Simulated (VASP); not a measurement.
Input of a VASP 6.6.1 run:

File POSCAR:

```
NiO
1.0
    0.0000000000      2.1071995684      2.1071995684
    2.1071995684      0.0000000000      2.1071995684
    2.1071995684      2.1071995684      0.0000000000
Ni O
1 1
Direct
    0.0000000000      0.0000000000      0.0000000000
    0.5000000000      0.5000000000      0.5000000000
```

INCAR.step1

```
SYSTEM = NiO
PREC = Accurate
ENCUT = 520
ISMEAR = -1
SIGMA = 0.1
LREAL = .False.
LASPH = .True.
NELM = 80
NBANDS = 15
GGA = PE
ALGO = Normal
EDIFF = 1E-4
LWAVE = .True.
LCHARG = .False.
```

Contents of INCAR.step2:

```
SYSTEM = NiO
PREC = Accurate
ENCUT = 520
EDIFF = 1E-6
ISMEAR = -1
SIGMA = 0.1
LREAL = .False.
LASPH = .True.
NELM = 80
ALGO = Normal
ISIF = 2
LWAVE = .False.
LCHARG = .False.
METAGGA = R2SCAN
LMIXTAU = .True.
NBANDS = 15
ISTART = 1
```

The input KPOINTS:

```
Automatic mesh
0
Gamma
  14 14 14
  0 0 0
```

Potentials or basis: VASP PAW PBE potentials, release 64 (Ni, O).

The run is started by

```console
$ cat potpaw_PBE.64/Ni/POTCAR potpaw_PBE.64/O/POTCAR > POTCAR
$ cp INCAR.step1 INCAR
$ mpirun -np 1 vasp_std > vasp.out
$ cp INCAR.step2 INCAR
$ mpirun -np 1 vasp_std > vasp.out
```

(1) Predict the pressure.

(2) Predict the band gap on the k mesh.

Results:

(1) -14.3 GPa.

(2) zero (band 8 reaches 8.66 eV, above the bottom of band 9 at 5.95 eV).

Caveat: the PAW data sets were made with another functional, which shifts forces and pressure a little; the run has no spin polarisation, though such a crystal can be magnetic; semilocal functionals often make such compounds metallic where correlation or magnetic order opens a gap, which also shifts bond lengths.
